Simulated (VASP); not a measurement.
# MnSb in VASP: notebook

MnSb is run at these levels: PBE; tasks: single point.

Everything below comes from runs of VASP 6.6.1. Logs are shortened: lines on timing, memory, paths and dates and some standing lists are left out, and cuts for length are marked.

### 1 The cell of the first run

The typed cell holds 4 atoms: a = 4.158 Å, b = 4.158 Å, c = 5.766 Å, α = 90.00°, β = 90.00°, γ = 120.00°.

### 2 Single point, PBE, collinear spin, ferromagnetic start

Contents of INCAR:

```
ALGO     = Normal         # electronic algorithm
EDIFF    = 1E-7           # SCF threshold, eV
ENCUT    = 520            # plane-wave cutoff, eV
GGA      = PE             # functional
ISIF     = 2              # what is computed and relaxed
ISMEAR   = -1             # smearing method
ISPIN    = 2              # spin polarisation
LASPH    = T              # aspherical terms in the spheres
LCHARG   = F              # write CHGCAR
LMAXMIX  = 4              # l up to which the mixer works
LORBIT   = 11             # projections on sites
LREAL    = F              # projectors in reciprocal space
LWAVE    = F              # write WAVECAR
MAGMOM   = 0 0 4.5 4.5    # initial moments
NBANDS   = 30             # bands
NELM     = 150            # most SCF steps
PREC     = Accurate       # precision mode
SIGMA    = 0.1            # smearing width, eV
```

Contents of KPOINTS:

```
k-points
0
Gamma
  7 7 4
```

Contents of POSCAR:

```
MnSb
1.0
    4.1577445700      0.0000000000      0.0000000000
   -2.0788722900      3.6007148200      0.0000000000
    0.0000000000      0.0000000000      5.7660325800
Sb Mn
2 2
Direct
    0.3333000000      0.6667000000      0.2500000000
    0.6666000000      0.3333000000      0.7500000000
    0.0000000000      0.0000000000      0.0000000000
    0.0000000000      0.0000000000      0.5000000000
```

Potentials or basis: VASP PAW PBE potentials, release 64 (Sb, Mn_pv).

Started as:

```sh
$ cat potpaw_PBE.64/Sb/POTCAR potpaw_PBE.64/Mn_pv/POTCAR > POTCAR
$ mpirun -np 1 vasp_std > vasp.out
```

OUTCAR:

```text
EDIFF = 1E-7
   ENCUT = 520
   GGA = PE
   ISIF = 2
   ISMEAR = -1
   ISPIN = 2
   LASPH = T
   LORBIT = 11
   LREAL = F
   NELM = 150
   PREC = Accurate

 ion  position               nearest neighbor table
   1  0.333  0.667  0.250-   3 2.80   4 2.80   3 2.80   4 2.80   3 2.80   4 2.80   2 3.75   2 3.75
                             2 3.75   2 3.75   2 3.75   2 3.75
   2  0.667  0.333  0.750-   3 2.80   4 2.80   3 2.80   4 2.80   3 2.80   4 2.80   1 3.75   1 3.75
                             1 3.75   1 3.75   1 3.75   1 3.75
   3  0.000  0.000  0.000-   2 2.80   1 2.80   1 2.80   2 2.80   2 2.80   1 2.80   4 2.88   4 2.88

   4  0.000  0.000  0.500-   2 2.80   1 2.80   1 2.80   2 2.80   2 2.80   1 2.80   3 2.88   3 2.88

  LATTYP: Found a hexagonal cell.
 ALAT       =     4.1577445700
 C/A-ratio  =     1.3868174158

  Lattice vectors:

 A1 = (   4.1577445700,   0.0000000000,   0.0000000000)
 A2 = (  -2.0788722900,   3.6007148200,   0.0000000000)
 A3 = (   0.0000000000,   0.0000000000,   5.7660325800)

Analysis of symmetry for initial positions (statically):
=====================================================================
 Subroutine PRICEL returns:
 Original cell was already a primitive cell.

 Routine SETGRP: Setting up the symmetry group for a
 hexagonal supercell.

 Subroutine GETGRP returns: Found  4 space group operations
 (whereof  2 operations were pure point group operations)
 out of a pool of 24 trial point group operations.

The static configuration has the point symmetry C_2 .
 The point group associated with its full space group is C_2v.

Analysis of symmetry for dynamics (positions and initial velocities):
=====================================================================
 Subroutine PRICEL returns:
 Original cell was already a primitive cell.

 Routine SETGRP: Setting up the symmetry group for a
 hexagonal supercell.

 Subroutine GETGRP returns: Found  4 space group operations
 (whereof  2 operations were pure point group operations)
 out of a pool of 24 trial point group operations.

The dynamic configuration has the point symmetry C_2 .
 The point group associated with its full space group is C_2v.

Analysis of structural, dynamic, and magnetic symmetry:
=====================================================================
 Subroutine PRICEL returns:
 Original cell was already a primitive cell.

 Routine SETGRP: Setting up the symmetry group for a
 hexagonal supercell.

 Subroutine GETGRP returns: Found  4 space group operations
 (whereof  2 operations were pure point group operations)
 out of a pool of 24 trial point group operations.

The overall configuration has the point symmetry C_2 .
 The point group associated with its full space group is C_2v.

 Subroutine INISYM returns: Found  4 space group operations
 (whereof  2 operations are pure point group operations),
 and found     1 'primitive' translations

----------------------------------------------------------------------------------------

                                     Primitive cell

  volume of cell :      86.3224

  direct lattice vectors                    reciprocal lattice vectors
     4.157744570  0.000000000  0.000000000     0.240515016  0.138861317  0.000000000
    -2.078872290  3.600714820  0.000000000     0.000000000  0.277722633  0.000000000
     0.000000000  0.000000000  5.766032580     0.000000000  0.000000000  0.173429474

  length of vectors
     4.157744570  4.157746651  5.766032580     0.277722772  0.277722633  0.173429474

  position of ions in fractional coordinates (direct lattice)
     0.333300000  0.666700000  0.250000000
     0.666600000  0.333300000  0.750000000
     0.000000000  0.000000000  0.000000000
     0.000000000  0.000000000  0.500000000

  ion indices of the primitive-cell ions
   primitive index   ion index
                 1           1
                 2           2
                 3           3
                 4           4

----------------------------------------------------------------------------------------

 KPOINTS: k-points

Automatic generation of k-mesh.
 Grid dimensions read from file:
 generate k-points for:    7    7    4

 Generating k-lattice:

  Cartesian coordinates                     Fractional coordinates (reciprocal lattice)
     0.034359288  0.019837331  0.000000000     0.142857143  0.000000000  0.000000000
     0.000000000  0.039674662  0.000000000     0.000000000  0.142857143  0.000000000
     0.000000000  0.000000000  0.043357369     0.000000000  0.000000000  0.250000000

  Length of vectors
     0.039674682  0.039674662  0.043357369

  Shift w.r.t. Gamma in fractional coordinates (k-lattice)
     0.000000000  0.000000000  0.000000000

 Subroutine IBZKPT returns following result:
 ===========================================

 Found     48 irreducible k-points:

 Following reciprocal coordinates:
            Coordinates               Weight
  0.000000  0.000000  0.000000      1.000000
  0.142857  0.000000  0.000000      4.000000
  0.000000  0.142857  0.000000      2.000000
  0.285714  0.000000  0.000000      4.000000
  0.000000  0.285714  0.000000      2.000000
  0.428571 -0.000000  0.000000      4.000000
[... 16 lines left out ...]
  0.000000  0.428571  0.250000      4.000000
  0.142857  0.142857  0.250000      8.000000
 [... further k-points ...]
   k-points           NKPTS =     48   k-points in BZ     NKDIM =     48   number of bands    NBANDS=     30
   number of dos      NEDOS =    301   number of ions     NIONS =      4
   total plane-waves  NPLWV =  49152
   dimension x,y,z NGX =    32 NGY =   32 NGZ =   48
   dimension x,y,z NGXF=    64 NGYF=   64 NGZF=   96
   ions per type =               2   2
   NGX,Y,Z   is equivalent  to a cutoff of  12.80, 12.80, 13.84 a.u.
   NGXF,Y,Z  is equivalent  to a cutoff of  25.59, 25.59, 27.68 a.u.
 SYSTEM =  unknown system
   PREC   = accura    normal or accurate (medium, high low for compatibility)
   ISTART =      0    job   : 0-new  1-cont  2-samecut
   ICHARG =      2    charge: 1-file 2-atom 10-const
   ISPIN  =      2    spin polarized calculation?
   LNONCOLLINEAR =      F non collinear calculations
   LSORBIT =      F    spin-orbit coupling
   LASPH  =      T    aspherical Exc in radial PAW
   ENCUT  =  520.0 eV  38.22 Ry    6.18 a.u.   7.73  7.73 10.72*2*pi/ulx,y,z
   NELM   =    150;   NELMIN=  2; NELMDL= -5     # of ELM steps
   EDIFF  = 0.1E-06   stopping-criterion for ELM
   LREAL  =      F    real-space projection
   EDIFFG = 0.1E-05   stopping-criterion for IOM
   NSW    =      0    number of steps for IOM
   IBRION =     -1    ionic relax: 0-MD 1-quasi-New 2-CG
   NFREE  =      0    steps in history (QN), initial steepest desc. (CG)
   ISIF   =      2    stress and relaxation
   ISYM   =      2    0-nonsym 1-usesym 2-fastsym
   POTIM  = 0.5000    time-step for ionic-motion
   TEBEG  =    0.0;   TEEND  =   0.0 temperature during run
   PSTRESS=    0.0 pullay stress
   NELECT =      36.0000    total number of electrons
   NUPDOWN=      -1.0000    fix difference up-down
   EMIN   =  10.00;   EMAX   =-10.00  energy-range for DOS
   EFERMI =   0.00;   METHOD = LEGACY
   ISMEAR =    -1;   SIGMA  =   0.10  broadening in eV -4-tet -1-fermi 0-gaus
   EFERMI_NEDOS =   21; number of points for ismear=-14 and -15
   IALGO  =     38    algorithm
   IMIX   =      4    mixing-type and parameters
     AMIX     =   0.40;   BMIX     =  1.00
     AMIX_MAG =   1.60;   BMIX_MAG =  1.00
  volume/ion in A,a.u.               =      21.58       145.63
  Fermi-wavevector in a.u.,A,eV,Ry     =   1.223116  2.311355 20.354503  1.496014
  Thomas-Fermi vector in A             =   2.358239
   LORBIT       =     11    0 simple, 1 ext, 2 COOP (PROOUT), +10 PAW based schemes
   GGA     = PE    functional components
   LHFCALC =     F    Hartree Fock is set to
   AEXX    =    0.0000 exact exchange contribution
   IVDW    =     0    specifies the selected vdW correction
   LEPSILON=     F    determine dielectric tensor
   LRPA    =     F    only Hartree local field effects (RPA)
 spin polarized calculation
  energy-cutoff  :      520.00
  volume of cell :       86.32
 maximum number of plane-waves:      2350
   NGX = 15   NGY = 15   NGZ = 21

 number of electron      36.0000009 magnetization       6.6628706

 Free energy of the ion-electron system (eV)
  ---------------------------------------------------
  ext. energy  EPLUGINS =         0.00000000
  ---------------------------------------------------
  free energy    TOTEN  =       -26.35663175 eV

  energy without entropy =      -26.28660231  energy(sigma->0) =      -26.32161703

 E-fermi :   7.6589     XC(G=0): -10.6021

 val. band max:        7.6512170438   @ k =   0.0000   0.0000   0.0000
 cond. band min:       7.7195890458   @ k =   0.0000   0.2857   0.0000
 fundamental gap:      0.0683720020
 Fermi energy:         7.6588644472

 spin component 1

 k-point     1 :       0.0000    0.0000    0.0000
  band No.  band energies     occupation
      1     -42.2940      1.00000
      2     -42.2940      1.00000
      3     -42.2864      1.00000
      4     -42.2863      1.00000
      5     -42.0598      1.00000
      6     -41.9784      1.00000
[... 781 lines left out ...]
     29      14.6392      0.00000
     30      15.4342      0.00000

 [... further k-points ...]

 spin component 2

 k-point     1 :       0.0000    0.0000    0.0000
  band No.  band energies     occupation
      1     -38.6747      1.00000
      2     -38.6747      1.00000
      3     -38.6654      1.00000
      4     -38.6653      1.00000
      5     -38.6149      1.00000
      6     -38.5183      1.00000
[... 781 lines left out ...]
     29      15.2636      0.00000
     30      15.9498      0.00000

 [... further k-points ...]
[... 5 lines left out ...]
  --------------------------------------------------------------------------------------
  -------------------------------------------------------------------------------------
  Total       -1.7083543     -1.7103683     -2.1310040      0.0000000      0.0000000      0.0000000
  in kB      -31.7077112    -31.7450920    -39.5522524      0.0000000      0.0000000      0.0000000
  external PRESSURE =     -34.3350185 kB  Pullay stress =       0.0000000 kB

 VOLUME and BASIS-vectors are now :
 -----------------------------------------------------------------------------
  energy-cutoff  :      520.00
  volume of cell :       86.32
      direct lattice vectors                 reciprocal lattice vectors
     4.157744570  0.000000000  0.000000000     0.240515016  0.138861317  0.000000000
    -2.078872290  3.600714820  0.000000000     0.000000000  0.277722633  0.000000000
     0.000000000  0.000000000  5.766032580     0.000000000  0.000000000  0.173429474

 POSITION                                       TOTAL-FORCE (eV/Angst)
 -----------------------------------------------------------------------------------
     -0.00021      2.40060      1.44151         0.001069     -0.000686     -0.000000
      2.07866      1.20012      4.32452         0.001069      0.000686      0.000000
      0.00000      0.00000      0.00000        -0.001069      0.000000     -0.000000
      0.00000      0.00000      2.88302        -0.001069      0.000000     -0.000000
 -----------------------------------------------------------------------------------
    total drift:                               -0.000001      0.000000      0.000000

  FREE ENERGIE OF THE ION-ELECTRON SYSTEM (eV)
  ---------------------------------------------------
  free  energy   TOTEN  =       -26.3566317469 eV

  energy  without entropy=      -26.2866023067  energy(sigma->0) =      -26.32161703

 total charge

# of ion       s       p       d       tot
------------------------------------------
    1        1.142   1.261   0.041   2.443
    2        1.142   1.261   0.041   2.443
    3        0.273   6.207   5.034  11.514
    4        0.273   6.207   5.034  11.514
--------------------------------------------------
tot          2.830  14.935  10.149  27.914

 magnetization (x)

# of ion       s       p       d       tot
------------------------------------------
    1        0.011  -0.146   0.005  -0.130
    2        0.011  -0.146   0.005  -0.130
    3        0.037   0.025   3.323   3.385
    4        0.037   0.025   3.323   3.385
--------------------------------------------------
tot          0.095  -0.242   6.657   6.510
```

Run time: 2.7 min. Hardware: 1 thread of AMD EPYC 9R45 (Zen 5), shared host; peak memory 0.33 GiB.

What came out:

- Free energy: -26.3566 eV
- Pressure: -3.4 GPa
- Net moment: 6.66 μB per cell
- Site moments: Sb -0.13; Mn +3.38 μB
- Valence electrons inside the program's atomic spheres: Sb 2.44; Mn 11.51

Caveat: spin-orbit coupling is left out, which moves the levels of the heavy elements; only a ferromagnetic start was run, and an antiferromagnetic order may lie lower in energy.

### 3 Single point, PBE, collinear spin, antiferromagnetic start

Contents of INCAR:

```
SYSTEM = MnSb
PREC = Accurate
ENCUT = 520
EDIFF = 1E-6
ISMEAR = -1
SIGMA = 0.1
LREAL = .FALSE.
LASPH = .TRUE.
NELM = 150
ALGO = Normal
ISIF = 2
LWAVE = .FALSE.
LCHARG = .FALSE.
ISPIN = 2
MAGMOM = 0 0 4.5 -4.5
LORBIT = 11
LMAXMIX = 4
GGA = PE
NBANDS = 30
```

Contents of KPOINTS:

```
regular mesh
0
G
  7 7 4
  0 0 0
```

POSCAR is that of step 2.

Potentials or basis: VASP PAW PBE potentials, release 64 (Sb, Mn_pv).

Started as:

```sh
$ cat potpaw_PBE.64/Sb/POTCAR potpaw_PBE.64/Mn_pv/POTCAR > POTCAR
$ mpirun -np 1 vasp_std > vasp.out
```

Wall time 2.3 min (1 thread of AMD EPYC 9R45 (Zen 5), shared host); peak memory 0.33 GiB.

Results (log left out):

| Property | Result |
| --- | --- |
| Free energy | -26.1561 eV |
| Pressure | -3.8 GPa |
| Band gap on the k mesh | zero (filled and empty bands overlap) |
| Net moment | 0.00 μB per cell |
| Site moments | Sb +0.00; Mn +3.33, -3.33 μB |
| Valence electrons inside the program's atomic spheres | Sb 2.44; Mn 11.52 |

Stress tensor (GPa, compression positive):
```
-3.85  0.00  0.00
 0.00 -3.85  0.00
 0.00  0.00 -3.60
```

Levels at points of the mesh, in eV from the Fermi level:
Spin up:
```
           k point  band 14  band 15  band 16  band 17  band 18  band 19  band 20  band 21  band 22  band 23
(0.00, 0.00, 0.00)    -2.56    -0.79    -0.79     0.53     0.53     0.77     0.77     1.44     2.55     3.06
(0.00, 0.00, 0.50)    -1.92    -1.62    -1.62    -0.71     0.52     0.52     0.89     1.80     1.80     2.87
```
Spin down:
| k point | band 15 | band 16 | band 17 | band 18 | band 19 | band 20 | band 21 | band 22 |
| --- | --- | --- | --- | --- | --- | --- | --- | --- |
| (0.00, 0.00, 0.00) | -0.79 | -0.79 | 0.53 | 0.53 | 0.77 | 0.77 | 1.44 | 2.55 |
| (0.00, 0.00, 0.50) | -1.62 | -1.62 | -0.71 | 0.52 | 0.52 | 0.89 | 1.80 | 1.80 |

Caveat: spin-orbit coupling is left out, which moves the levels of the heavy elements.
